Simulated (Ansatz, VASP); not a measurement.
I in VASP and in Ansatz

```
I
1.0
     0.00000    3.93865    3.93865
     3.93865    0.00000    3.93865
     3.93865    3.93865    0.00000
I
2
Cartesian
  -0.9847 -0.9847 -0.9847
  0.9847 0.9847 0.9847
```

Alike in both runs: functional PBE; k mesh 10 × 10 × 10; occupations fermi-dirac, width 0.1 eV; no spin polarisation.

Ansatz relaxed the structure, and its values are those at the end. VASP's run is a single point on that final structure, the one shown.

```csv
,VASP,Ansatz
version,VASP 6.6.1,Ansatz 0.2.0
potentials or method,"VASP PAW PBE potentials, release 64 (I)","PAW with Ansatz's default frozen-core files, scalar-relativistic"
plane-wave cutoff (eV),520,420
valence electrons in the cell,14,34
```

```tsv
	VASP	Ansatz	Ansatz less VASP
pressure (GPa)	0.0	0.0	+0.01
```

VASP's potentials hold 14 valence electrons a cell and Ansatz's 34, so a difference there can come from the potentials and not from the codes.

Neither program's run includes spin-orbit coupling.
